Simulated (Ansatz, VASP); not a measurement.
# CuF: VASP beside Ansatz

```xyz
2
Lattice="2.4710 0.0000 0.0000 0.0000 2.4710 0.0000 0.0000 0.0000 3.4165" Properties=species:S:1:pos:R:3 pbc="T T T"
Cu    0.0000    0.0000    0.0000
F     1.2355    1.2355    1.7083
```

Alike in both runs: task single point; functional PBE-based screened hybrid; k mesh 6 × 6 × 4; occupations fermi-dirac, width 0.05 eV; no spin polarisation.

|  | VASP | Ansatz |
| --- | --- | --- |
| version | VASP 6.6.1 | Ansatz 0.2.0 |
| potentials or method | VASP PAW PBE potentials, release 64 (Cu, F) | Ansatz PAW |
| plane-wave cutoff (eV) | 520 | 420 |
| valence electrons in the cell | 18 | 26 |

Ansatz gave:

| Quantity | Value |
| --- | --- |
| gap on the k mesh at the Fermi level (eV) | none |
| pressure (GPa) | 2.8 |
| traceless stress, the component that is largest in VASP (GPa) | -18.14 |

Task: Which values does VASP return?

Result: gap on the k mesh at the Fermi level (eV): none; pressure (GPa): 2.5; traceless stress, the component that is largest in VASP (GPa): -18.11.

VASP's potentials were made for PBE, not for PBE-based screened hybrid. A gap of «none» marks a metal or a gap that the smearing closes. VASP's potentials hold 18 valence electrons a cell and Ansatz's 26, so a difference there can come from the potentials and not from the codes.

The k mesh is coarse, so the values compare programs but aren't converged.
